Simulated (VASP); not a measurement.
# MnSiTe4Pt2 (I-42m) in VASP: single point with PBE

Aim: the single point of MnSiTe4Pt2 with PBE.

All numbers are computed with VASP 6.6.1; they aren't measurements. Logs are shortened: lines on timing, memory, paths and dates and some standing lists are left out, and cuts for length are marked.

### Step 1. The cell of the first run

Symmetry: I-42m, No. 121, tetragonal system. Conventional cell: a = 7.920 Å, b = 7.920 Å, c = 6.566 Å, α = 90.00°, β = 90.00°, γ = 90.00°. Within 4.3 Å of Pt (site symmetry 222) lie 2 Pt at 3.28 Å and 8 Te at 3.30 to 3.42 Å and 2 Mn at 3.96 Å and 2 Si at 3.96 Å. Mn (site symmetry -42m) has 4 Te at 2.62 Å and 2 Si at 3.28 Å within 3.5 Å. Within 3.3 Å of Si (site symmetry -42m) lie 4 Te at 2.46 Å and 2 Mn at 3.28 Å. Within 3.5 Å of Te (site symmetry m) lie 1 Si at 2.46 Å and 1 Mn at 2.62 Å and 4 Pt at 3.30 to 3.42 Å.

### Step 2. Single point, PBE

The input, INCAR:

```
PREC     = Accurate       # precision mode
ENCUT    = 520            # plane-wave cutoff, eV
EDIFF    = 1E-6           # SCF threshold, eV
ISMEAR   = -1             # smearing method
SIGMA    = 0.1            # smearing width, eV
LREAL    = F              # projectors in reciprocal space
LASPH    = T              # aspherical terms in the spheres
NELM     = 100            # most SCF steps
ALGO     = Normal         # electronic algorithm
ISIF     = 2              # what is computed and relaxed
LWAVE    = F              # write WAVECAR
LCHARG   = T              # write CHGCAR
GGA      = PE             # functional
LELF     = T              # ELF
LVHAR    = T            
NBANDS   = 40             # bands
```

The input, KPOINTS:

```
regular mesh
0
Gamma
  7 7 7
```

The input, POSCAR:

```
MnSiTe4Pt2
1.0
   -3.9597980000      3.9597980000      3.2827810000
    3.9597980000     -3.9597980000      3.2827810000
    3.9597980000      3.9597980000     -3.2827810000
Pt Mn Si Te
2 1 1 4
Direct
    0.5000000000      0.0000000000      0.5000000000
    0.0000000000      0.5000000000      0.5000000000
    0.5000000000      0.5000000000      0.0000000000
    0.0000000000      0.0000000000      0.0000000000
    0.4044800000      0.4044800000      0.3457600000
    0.5955200000      0.9412800000      0.0000000000
    0.0587200000      0.0587200000      0.6542400000
    0.9412800000      0.5955200000      0.0000000000
```

Potentials or basis: VASP PAW PBE potentials, release 64 (Pt, Mn_pv, Si, Te).

On the command line:

```console
cat potpaw_PBE.64/Pt/POTCAR potpaw_PBE.64/Mn_pv/POTCAR potpaw_PBE.64/Si/POTCAR potpaw_PBE.64/Te/POTCAR > POTCAR
mpirun -np 1 vasp_std > vasp.out
```

OUTCAR:

```text
PREC = Accurate
   ENCUT = 520
   EDIFF = 1E-6
   ISMEAR = -1
   LREAL = F
   LASPH = T
   NELM = 100
   ISIF = 2
   GGA = PE

 ion  position               nearest neighbor table
   1  0.500  0.000  0.500-   2 3.28   2 3.28   5 3.30   6 3.30   8 3.30   7 3.30   6 3.42   5 3.42
                             8 3.42   7 3.42
   2  0.000  0.500  0.500-   1 3.28   1 3.28   5 3.30   8 3.30   6 3.30   7 3.30   8 3.42   7 3.42
                             5 3.42   6 3.42
   3  0.500  0.500  0.000-   5 2.62   6 2.62   7 2.62   8 2.62
   4  0.000  0.000  0.000-   5 2.46   6 2.46   7 2.46   8 2.46
   5  0.404  0.404  0.346-   4 2.46   3 2.62   1 3.30   2 3.30   2 3.42   1 3.42
   6  0.596  0.941  0.000-   4 2.46   3 2.62   2 3.30   1 3.30   1 3.42   2 3.42
   7  0.059  0.059  0.654-   4 2.46   3 2.62   2 3.30   1 3.30   1 3.42   2 3.42
   8  0.941  0.596  0.000-   4 2.46   3 2.62   1 3.30   2 3.30   2 3.42   1 3.42

  LATTYP: Found a body centered tetragonal cell.
 ALAT       =     7.9195960000
 C/A-ratio  =     0.8290273898

  Lattice vectors:

 A1 = (  -3.9597980000,   3.9597980000,   3.2827810000)
 A2 = (   3.9597980000,  -3.9597980000,   3.2827810000)
 A3 = (   3.9597980000,   3.9597980000,  -3.2827810000)

Analysis of symmetry for initial positions (statically):
=====================================================================
 Subroutine PRICEL returns:
 Original cell was already a primitive cell.

 Routine SETGRP: Setting up the symmetry group for a
 body centered tetragonal supercell.

 Subroutine GETGRP returns: Found  8 space group operations
 (whereof  8 operations were pure point group operations)
 out of a pool of 16 trial point group operations.

The static configuration has the point symmetry D_2d.

Analysis of symmetry for dynamics (positions and initial velocities):
=====================================================================
 Subroutine PRICEL returns:
 Original cell was already a primitive cell.

 Routine SETGRP: Setting up the symmetry group for a
 body centered tetragonal supercell.

 Subroutine GETGRP returns: Found  8 space group operations
 (whereof  8 operations were pure point group operations)
 out of a pool of 16 trial point group operations.

The dynamic configuration has the point symmetry D_2d.

 Subroutine INISYM returns: Found  8 space group operations
 (whereof  8 operations are pure point group operations),
 and found     1 'primitive' translations

----------------------------------------------------------------------------------------

                                     Primitive cell

  volume of cell :     205.8960

  direct lattice vectors                    reciprocal lattice vectors
    -3.959798000  3.959798000  3.282781000     0.000000000  0.126269067  0.152309886
     3.959798000 -3.959798000  3.282781000     0.126269067  0.000000000  0.152309886
     3.959798000  3.959798000 -3.282781000     0.126269067  0.126269067  0.000000000

  length of vectors
     6.491275028  6.491275028  6.491275028     0.197843824  0.197843824  0.178571427

  position of ions in fractional coordinates (direct lattice)
     0.500000000  0.000000000  0.500000000
     0.000000000  0.500000000  0.500000000
     0.500000000  0.500000000  0.000000000
     0.000000000  0.000000000  0.000000000
     0.404480000  0.404480000  0.345760000
     0.595520000  0.941280000  0.000000000
     0.058720000  0.058720000  0.654240000
     0.941280000  0.595520000  0.000000000

  ion indices of the primitive-cell ions
   primitive index   ion index
                 1           1
                 2           2
                 3           3
                 4           4
                 5           5
                 6           6
                 7           7
                 8           8

----------------------------------------------------------------------------------------

 KPOINTS: regular mesh

Automatic generation of k-mesh.
 Grid dimensions read from file:
 generate k-points for:    7    7    7

 Generating k-lattice:

  Cartesian coordinates                     Fractional coordinates (reciprocal lattice)
     0.000000000  0.018038438  0.021758555     0.142857143  0.000000000  0.000000000
     0.018038438  0.000000000  0.021758555     0.000000000  0.142857143  0.000000000
     0.018038438  0.018038438  0.000000000     0.000000000  0.000000000  0.142857143

  Length of vectors
     0.028263403  0.028263403  0.025510204

  Shift w.r.t. Gamma in fractional coordinates (k-lattice)
     0.000000000  0.000000000  0.000000000

 Subroutine IBZKPT returns following result:
 ===========================================

 Found     40 irreducible k-points:

 Following reciprocal coordinates:
            Coordinates               Weight
  0.000000  0.000000  0.000000      1.000000
  0.142857  0.000000  0.000000      8.000000
  0.285714  0.000000  0.000000      8.000000
  0.428571  0.000000  0.000000      8.000000
  0.142857  0.142857  0.000000      8.000000
  0.285714  0.142857  0.000000     16.000000
[... 16 lines left out ...]
 -0.142857  0.285714  0.142857      8.000000
 -0.428571  0.428571  0.142857      8.000000
 [... further k-points ...]
   k-points           NKPTS =     40   k-points in BZ     NKDIM =     40   number of bands    NBANDS=     40
   number of dos      NEDOS =    301   number of ions     NIONS =      8
   total plane-waves  NPLWV = 110592
   dimension x,y,z NGX =    48 NGY =   48 NGZ =   48
   dimension x,y,z NGXF=    96 NGYF=   96 NGZF=   96
   ions per type =               2   1   1   4
   NGX,Y,Z   is equivalent  to a cutoff of  12.29, 12.29, 12.29 a.u.
   NGXF,Y,Z  is equivalent  to a cutoff of  24.59, 24.59, 24.59 a.u.
 SYSTEM =  unknown system
   PREC   = accura    normal or accurate (medium, high low for compatibility)
   ISTART =      0    job   : 0-new  1-cont  2-samecut
   ICHARG =      2    charge: 1-file 2-atom 10-const
   ISPIN  =      1    spin polarized calculation?
   LNONCOLLINEAR =      F non collinear calculations
   LSORBIT =      F    spin-orbit coupling
   LASPH  =      T    aspherical Exc in radial PAW
   ENCUT  =  520.0 eV  38.22 Ry    6.18 a.u.  12.07 12.07 12.07*2*pi/ulx,y,z
   NELM   =    100;   NELMIN=  2; NELMDL= -5     # of ELM steps
   EDIFF  = 0.1E-05   stopping-criterion for ELM
   LREAL  =      F    real-space projection
   EDIFFG = 0.1E-04   stopping-criterion for IOM
   NSW    =      0    number of steps for IOM
   IBRION =     -1    ionic relax: 0-MD 1-quasi-New 2-CG
   NFREE  =      0    steps in history (QN), initial steepest desc. (CG)
   ISIF   =      2    stress and relaxation
   ISYM   =      2    0-nonsym 1-usesym 2-fastsym
   POTIM  = 0.5000    time-step for ionic-motion
   TEBEG  =    0.0;   TEEND  =   0.0 temperature during run
   PSTRESS=    0.0 pullay stress
   NELECT =      61.0000    total number of electrons
   NUPDOWN=      -1.0000    fix difference up-down
   EMIN   =  10.00;   EMAX   =-10.00  energy-range for DOS
   EFERMI =   0.00;   METHOD = LEGACY
   ISMEAR =    -1;   SIGMA  =   0.10  broadening in eV -4-tet -1-fermi 0-gaus
   EFERMI_NEDOS =   21; number of points for ismear=-14 and -15
   IALGO  =     38    algorithm
   IMIX   =      4    mixing-type and parameters
     AMIX     =   0.40;   BMIX     =  1.00
     AMIX_MAG =   1.60;   BMIX_MAG =  1.00
  volume/ion in A,a.u.               =      25.74       173.68
  Fermi-wavevector in a.u.,A,eV,Ry     =   1.091362  2.062375 16.205502  1.191071
  Thomas-Fermi vector in A             =   2.227606
   LORBIT       =      0    0 simple, 1 ext, 2 COOP (PROOUT), +10 PAW based schemes
   GGA     = PE    functional components
   LHFCALC =     F    Hartree Fock is set to
   AEXX    =    0.0000 exact exchange contribution
   IVDW    =     0    specifies the selected vdW correction
   LEPSILON=     F    determine dielectric tensor
   LRPA    =     F    only Hartree local field effects (RPA)
 non-spin polarized calculation
  energy-cutoff  :      520.00
  volume of cell :      205.90
 maximum number of plane-waves:      5572
   NGX = 25   NGY = 25   NGZ = 25

 number of electron      61.0000014 magnetization

 Free energy of the ion-electron system (eV)
  ---------------------------------------------------
  ext. energy  EPLUGINS =         0.00000000
  ---------------------------------------------------
  free energy    TOTEN  =       -34.37910232 eV

  energy without entropy =      -34.10314938  energy(sigma->0) =      -34.24112585

 E-fermi :   6.4469     XC(G=0): -10.0170

 val. band max:        6.4458766325   @ k =  -0.1429   0.4286   0.1429
 cond. band min:       6.4492481278   @ k =  -0.2857   0.2857   0.2857
 fundamental gap:      0.0033714953
 Fermi energy:         6.4469373373

 k-point     1 :       0.0000    0.0000    0.0000
  band No.  band energies     occupation
      1     -41.1976      2.00000
      2     -41.1976      2.00000
      3     -41.1854      2.00000
      4      -6.9158      2.00000
      5      -5.0914      2.00000
      6      -4.6590      2.00000
[... 32 lines left out ...]
     39       9.8684      0.00000
     40      10.8695      0.00000

 k-point     2 :       0.1429    0.0000    0.0000
  band No.  band energies     occupation
      1     -41.1976      2.00000
      2     -41.1976      2.00000
      3     -41.1854      2.00000
      4      -6.8461      2.00000
      5      -5.1262      2.00000
      6      -4.7232      2.00000
[... 32 lines left out ...]
     39       9.8993      0.00000
     40      10.6915      0.00000

 k-point     3 :       0.2857    0.0000    0.0000
  band No.  band energies     occupation
      1     -41.1976      2.00000
      2     -41.1976      2.00000
      3     -41.1854      2.00000
      4      -6.6584      2.00000
      5      -5.2324      2.00000
      6      -4.8808      2.00000
[... 32 lines left out ...]
     39       9.8367      0.00000
     40      10.5009      0.00000

 k-point     4 :       0.4286    0.0000    0.0000
  band No.  band energies     occupation
      1     -41.1976      2.00000
      2     -41.1976      2.00000
      3     -41.1854      2.00000
      4      -6.4496      2.00000
      5      -5.4030      2.00000
      6      -4.9757      2.00000
[... 32 lines left out ...]
     39       9.9245      0.00000
     40      10.3616      0.00000
[... 772 lines left out ...]
     39       9.6813      0.00000
     40      10.2799      0.00000

 k-point    23 :      -0.1429    0.2857    0.1429
  band No.  band energies     occupation
      1     -41.1976      2.00000
      2     -41.1976      2.00000
      3     -41.1854      2.00000
      4      -6.6560      2.00000
      5      -5.1972      2.00000
      6      -4.9131      2.00000
[... 32 lines left out ...]
     39       9.8982      0.00000
     40      10.0662      0.00000

 k-point    24 :      -0.4286    0.4286    0.1429
  band No.  band energies     occupation
      1     -41.1976      2.00000
      2     -41.1976      2.00000
      3     -41.1854      2.00000
      4      -6.5357      2.00000
      5      -5.3470      2.00000
      6      -5.0443      2.00000
[... 32 lines left out ...]
     39       9.9848      0.00000
     40      10.3916      0.00000

 [... further k-points ...]
[... 5 lines left out ...]
  --------------------------------------------------------------------------------------
  -------------------------------------------------------------------------------------
  Total       -5.5276480     -5.5276480     -7.4658923      0.0000000      0.0000000      0.0000000
  in kB      -43.0133230    -43.0133230    -58.0957465      0.0000000      0.0000000      0.0000000
  external PRESSURE =     -48.0407975 kB  Pullay stress =       0.0000000 kB

 VOLUME and BASIS-vectors are now :
 -----------------------------------------------------------------------------
  energy-cutoff  :      520.00
  volume of cell :      205.90
      direct lattice vectors                 reciprocal lattice vectors
    -3.959798000  3.959798000  3.282781000     0.000000000  0.126269067  0.152309886
     3.959798000 -3.959798000  3.282781000     0.126269067  0.000000000  0.152309886
     3.959798000  3.959798000 -3.282781000     0.126269067  0.126269067  0.000000000

 POSITION                                       TOTAL-FORCE (eV/Angst)
 -----------------------------------------------------------------------------------
      0.00000      3.95980      0.00000        -0.000000     -0.000000      0.000000
      3.95980      0.00000      0.00000        -0.000000     -0.000000      0.000000
      0.00000      0.00000      3.28278        -0.000000     -0.000000      0.000000
      0.00000      0.00000      0.00000        -0.000000     -0.000000     -0.000000
      1.36914      1.36914      1.52058         0.526742      0.526742      0.994676
      1.36914     -1.36914      5.04498         0.526742     -0.526742     -0.994676
      2.59066      2.59066     -1.76220        -0.526742     -0.526742      0.994676
     -1.36914      1.36914      5.04498        -0.526742      0.526742     -0.994676
 -----------------------------------------------------------------------------------
    total drift:                                0.000003      0.000003      0.000003

  FREE ENERGIE OF THE ION-ELECTRON SYSTEM (eV)
  ---------------------------------------------------
  free  energy   TOTEN  =       -34.3791023180 eV

  energy  without entropy=      -34.1031493753  energy(sigma->0) =      -34.24112585
```

Run time: 11 min. Hardware: 1 thread of Intel Xeon 8259CL, shared host; peak memory 0.55 GiB.

Results:

```yaml
Free_energy: -34.3791 eV
Pressure: -4.8 GPa
Largest_force: 1.243 eV/Å
Band_gap_on_the_k_mesh: zero (an odd number of electrons rules out a gap without spin polarisation)
```

Forces in eV/Å, atoms in the order of the input:
```
Pt   0.000  0.000  0.000
Pt   0.000  0.000  0.000
Mn   0.000  0.000  0.000
Si   0.000  0.000  0.000
Te   0.527  0.527  0.995
Te   0.527 -0.527 -0.995
Te  -0.527 -0.527  0.995
Te  -0.527  0.527 -0.995
```

Stress tensor (GPa, compression positive):
```
-4.30  0.00  0.00
 0.00 -4.30  0.00
 0.00  0.00 -5.81
```

Levels at points of the mesh, in eV from the Fermi level:
| k point | band 26 | band 27 | band 28 | band 29 | band 30 | band 31 | band 32 | band 33 | band 34 | band 35 |
| --- | --- | --- | --- | --- | --- | --- | --- | --- | --- | --- |
| (0.00, 0.00, 0.00) | -1.04 | -1.04 | -1.00 | -0.42 | -0.34 | -0.30 | 0.11 | 0.11 | 0.45 | 0.56 |

Caveat: the cell stands under tension; spin-orbit coupling is left out, which moves the levels of the heavy elements; the run has no spin polarisation, though such a crystal can be magnetic; semilocal functionals often make such compounds metallic where correlation or magnetic order opens a gap, which also shifts bond lengths; forces of over 1 eV/Å act on the atoms, so gaps and moduli don't describe the material at rest.
